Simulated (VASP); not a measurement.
# Y2Si3O (P-6m2) in VASP: further runs, part 2 of 4

VASP 6.6.1.

### 3 Single point, PBE, collinear spin, ferromagnetic start

The input, INCAR:

```
PREC = Accurate ; ENCUT = 520
EDIFF = 1E-6 ; ISMEAR = 0
SIGMA = 0.1 ; LREAL = F
LASPH = T ; NELM = 150
ALGO = Normal ; ISIF = 2
LWAVE = F ; LCHARG = T
ISPIN = 2 ; MAGMOM = 0 0 0 0 0 1
LORBIT = 11 ; LMAXMIX = 4
GGA = PE ; LELF = T
LVHAR = T ; NBANDS = 33
```

The input, KPOINTS:

```
Automatic mesh
0
Gamma
  6 6 2
```

The input, POSCAR:

```
Y2Si3O
1.0
    4.0934367100      0.0000000000      0.0000000000
   -2.0467183600      3.5450201800      0.0000000000
    0.0000000000      0.0000000000      8.3165617800
Y Si O
2 3 1
Direct
    0.0000000000      0.0000000000      0.0000000000
    0.6666666700      0.3333333300      0.5000000000
    0.3333333300      0.6666666700      0.5000000000
    0.6666666700      0.3333333300      0.8969726100
    0.6666666700      0.3333333300      0.1030273900
    0.0000000000      0.0000000000      0.5000000000
```

Potentials or basis: VASP PAW PBE potentials, release 64 (Y_sv, Si, O).

Run with:

```bash
$ cat potpaw_PBE.64/Y_sv/POTCAR potpaw_PBE.64/Si/POTCAR potpaw_PBE.64/O/POTCAR > POTCAR
$ mpirun -np 1 vasp_std > vasp.out
```

OUTCAR:

```text
PREC = Accurate
   ENCUT = 520
   EDIFF = 1E-6
   ISMEAR = 0
   LREAL = F
   LASPH = T
   NELM = 150
   ISIF = 2
   ISPIN = 2
   LORBIT = 11
   GGA = PE

 ion  position               nearest neighbor table
   1  0.000  0.000  0.000-   4 2.51   5 2.51   4 2.51   5 2.51   4 2.51   5 2.51
   2  0.667  0.333  0.500-   3 2.36   3 2.36   6 2.36   6 2.36   6 2.36   3 2.36   5 3.30   4 3.30

   3  0.333  0.667  0.500-   2 2.36   2 2.36   6 2.36   6 2.36   6 2.36   2 2.36
   4  0.667  0.333  0.897-   5 1.71   1 2.51   1 2.51   1 2.51   2 3.30
   5  0.667  0.333  0.103-   4 1.71   1 2.51   1 2.51   1 2.51   2 3.30
   6  0.000  0.000  0.500-   2 2.36   3 2.36   2 2.36   3 2.36   2 2.36   3 2.36

  LATTYP: Found a hexagonal cell.
 ALAT       =     4.0934367100
 C/A-ratio  =     2.0316820240

  Lattice vectors:

 A1 = (   4.0934367100,   0.0000000000,   0.0000000000)
 A2 = (  -2.0467183600,   3.5450201800,   0.0000000000)
 A3 = (   0.0000000000,   0.0000000000,   8.3165617800)

Analysis of symmetry for initial positions (statically):
=====================================================================
 Subroutine PRICEL returns:
 Original cell was already a primitive cell.

 Routine SETGRP: Setting up the symmetry group for a
 hexagonal supercell.

 Subroutine GETGRP returns: Found 12 space group operations
 (whereof 12 operations were pure point group operations)
 out of a pool of 24 trial point group operations.

The static configuration has the point symmetry D_3h.

Analysis of symmetry for dynamics (positions and initial velocities):
=====================================================================
 Subroutine PRICEL returns:
[... 172 lines left out ...]
 fundamental gap:      0.0457488001
 Fermi energy:         4.6967245028

 spin component 1

 k-point     1 :       0.0000    0.0000    0.0000
  band No.  band energies     occupation
      1     -37.9045      1.00000
      2     -37.1005      1.00000
      3     -18.2563      1.00000
      4     -18.2563      1.00000
      5     -17.8482      1.00000
      6     -17.3959      1.00000
[... 479 lines left out ...]
     31      10.6309      0.00000
     32      10.7747      0.00000
 Fermi energy:         4.6967245028

 spin component 2

 k-point     1 :       0.0000    0.0000    0.0000
  band No.  band energies     occupation
      1     -37.9042      1.00000
      2     -37.1004      1.00000
      3     -18.2558      1.00000
      4     -18.2558      1.00000
      5     -17.8480      1.00000
      6     -17.3958      1.00000
[... 479 lines left out ...]
     31      10.6312      0.00000
     32      10.7750      0.00000
 [bands above 32 left out]

------------------------ aborting loop because EDIFF is reached ----------------------------------------

  FORCE on cell =-STRESS in cart. coord.  units (eV):
  Direction    XX          YY          ZZ          XY          YZ          ZX
  --------------------------------------------------------------------------------------
  -------------------------------------------------------------------------------------
  Total       28.5797512     28.5797512     30.3891760     -0.0000000     -0.0000000      0.0000000
  in kB      379.4184244    379.4184245    403.4399459     -0.0000005     -0.0000000      0.0000000
  external PRESSURE =     387.4255983 kB  Pullay stress =       0.0000000 kB

 VOLUME and BASIS-vectors are now :
 -----------------------------------------------------------------------------
  energy-cutoff  :      520.00
  volume of cell :      120.68
      direct lattice vectors                 reciprocal lattice vectors
     4.093436710  0.000000000  0.000000000     0.244293505  0.141042921  0.000000000
    -2.046718360  3.545020180  0.000000000     0.000000000  0.282085841  0.000000000
     0.000000000  0.000000000  8.316561780     0.000000000  0.000000000  0.120241997

 POSITION                                       TOTAL-FORCE (eV/Angst)
 -----------------------------------------------------------------------------------
      0.00000      0.00000      0.00000        -0.000000      0.000000      0.000000
      2.04672      1.18167      4.15828         0.000000     -0.000000      0.000000
     -0.00000      2.36335      4.15828        -0.000000      0.000000      0.000000
      2.04672      1.18167      7.45973        -0.000000      0.000000    -20.320433
      2.04672      1.18167      0.85683        -0.000000      0.000000     20.320433
      0.00000      0.00000      4.15828        -0.000000      0.000000      0.000000
 -----------------------------------------------------------------------------------
    total drift:                               -0.000016      0.000009      0.000000

  FREE ENERGIE OF THE ION-ELECTRON SYSTEM (eV)
  ---------------------------------------------------
  free  energy   TOTEN  =       -25.8355455715 eV

  energy  without entropy=      -25.8118027008  energy(sigma->0) =      -25.82367414

 total charge

# of ion       s       p       d       f       tot
--------------------------------------------------
    1        2.255   6.566   1.617   0.088  10.527
    2        2.255   6.442   1.511   0.133  10.342
    3        0.977   0.798   0.000   0.000   1.775
    4        0.884   1.201   0.000   0.000   2.084
    5        0.884   1.201   0.000   0.000   2.084
    6        1.593   3.315   0.000   0.000   4.908
--------------------------------------------------
tot          8.847  19.524   3.128   0.221  31.720

 magnetization (x)

# of ion       s       p       d       f       tot
--------------------------------------------------
    1        0.000   0.000   0.000   0.000   0.000
    2        0.000   0.000   0.000   0.000   0.001
    3        0.000   0.000   0.000   0.000   0.000
    4        0.000   0.000   0.000   0.000   0.000
    5        0.000   0.000   0.000   0.000   0.000
    6        0.000  -0.000   0.000   0.000  -0.000
--------------------------------------------------
tot          0.000   0.001   0.001   0.000   0.001
```

OSZICAR:

```text
N       E                     dE             d eps       ncg     rms          rms(c)
DAV:   1     0.203517380905E+03    0.20352E+03   -0.18781E+04  1848   0.112E+03
DAV:   2    -0.134649340642E+02   -0.21698E+03   -0.20802E+03  2224   0.261E+02
DAV:   3    -0.299123008242E+02   -0.16447E+02   -0.16095E+02  2973   0.545E+01
[... 12 lines left out ...]
DAV:  16    -0.258355341504E+02   -0.97453E-05   -0.10742E-05  2322   0.132E-02    0.331E-02
DAV:  17    -0.258355406252E+02   -0.64748E-05   -0.93891E-06  2279   0.108E-02    0.223E-02
DAV:  18    -0.258355427403E+02   -0.21152E-05   -0.18157E-06  1713   0.497E-03    0.156E-02
DAV:  19    -0.258355447679E+02   -0.20276E-05   -0.28233E-06  1964   0.607E-03    0.807E-03
DAV:  20    -0.258355455715E+02   -0.80352E-06   -0.16207E-06  1579   0.476E-03
   1 F= -.25835546E+02 E0= -.25823674E+02  d E =-.237429E-01  mag=     0.0010
```

It took 91 s on 1 thread of AMD EPYC 9R45 (Zen 5), shared host; peak memory 0.29 GiB.

Results:

```
Free energy                                           : -25.8355 eV
Pressure                                              : 38.7 GPa
Largest force                                         : 20.320 eV/Å
Band gap on the k mesh                                : zero (filled and empty bands overlap)
Net moment                                            : 0.00 μB per cell
Valence electrons inside the program's atomic spheres : Y 10.53, 10.34; Si 1.77, 2.08 (each value once); O 4.91
```

Forces in eV/Å, atoms in the order of the input:
```
Y     0.000   0.000   0.000
Y     0.000   0.000   0.000
Si    0.000   0.000   0.000
Si    0.000   0.000 -20.320
Si    0.000   0.000  20.320
O     0.000   0.000   0.000
```

Caveat: the k points lie up to 0.38 Å⁻¹ apart, too coarse for converged energies and pressures of a metal; forces of over 1 eV/Å act on the atoms, so gaps and moduli don't describe the material at rest.

### 4 Single point, PBE

This run uses another cell than the first one, of 24.83 Å³/atom.

The input, INCAR:

```
SYSTEM = Y2Si3O
ALGO = Normal
EDIFF = 1E-6
ENCUT = 520
GGA = PE
ISIF = 2
ISMEAR = 0
LASPH = .TRUE.
LCHARG = .FALSE.
LREAL = .FALSE.
LWAVE = .FALSE.
NBANDS = 29
NELM = 60
PREC = Accurate
SIGMA = 0.1
```

The input, KPOINTS:

```
k-points
0
G
  12 12 6
  0 0 0
```

The input, POSCAR:

```
Y2Si3O
1.0
    4.7090541517      0.0000000000      0.0000000000
   -2.3545270759      4.0781605231      0.0000000000
    0.0000000000      0.0000000000      7.7570154262
Y Si O
2 3 1
Direct
    0.0000000000      0.0000000000      0.0000000000
    0.6666666667      0.3333333333      0.5000000000
    0.3333333333      0.6666666667      0.5000000000
    0.6666666667      0.3333333333      0.8569714653
    0.6666666667      0.3333333333      0.1430285347
    0.0000000000      0.0000000000      0.5000000000
```

Run with:

```bash
$ cat potpaw_PBE.64/Y_sv/POTCAR potpaw_PBE.64/Si/POTCAR potpaw_PBE.64/O/POTCAR > POTCAR
$ mpirun -np 1 vasp_std > vasp.out
```

Run time: 3.6 min. Hardware: 1 thread of AMD EPYC 9R45 (Zen 5), shared host; peak memory 0.46 GiB.

It converged, with:

* Free energy: -33.5695 eV
* Pressure: -0.1 GPa
* Band gap on the k mesh: zero (bands 20 and 21 overlap by 0.57 eV)

Forces on the atoms (eV/Å):
```
Y    0.000  0.000  0.000
Y    0.000  0.000  0.000
Si   0.000  0.000  0.000
Si   0.000  0.000 -0.003
Si   0.000  0.000  0.003
O    0.000  0.000  0.000
```

Levels at points of the mesh, in eV from the Fermi level:
| k point | band 16 | band 17 | band 18 | band 19 | band 20 | band 21 | band 22 | band 23 | band 24 | band 25 |
| --- | --- | --- | --- | --- | --- | --- | --- | --- | --- | --- |
| (0.00, 0.00, 0.00) | -2.05 | -2.05 | -2.04 | 0.19 | 0.19 | 0.52 | 0.52 | 0.94 | 1.97 | 2.28 |
| (0.50, 0.00, 0.00) | -2.75 | -2.08 | -1.30 | -0.96 | -0.54 | 0.24 | 0.29 | 1.34 | 1.36 | 1.99 |
| (0.00, 0.00, 0.50) | -2.09 | -2.09 | -0.99 | 0.24 | 0.24 | 0.78 | 0.78 | 1.34 | 2.18 | 2.18 |
| (0.50, 0.00, 0.50) | -2.12 | -1.48 | -1.23 | -0.38 | -0.26 | -0.01 | 0.43 | 0.53 | 1.46 | 1.74 |

[end of part 2 of 4]
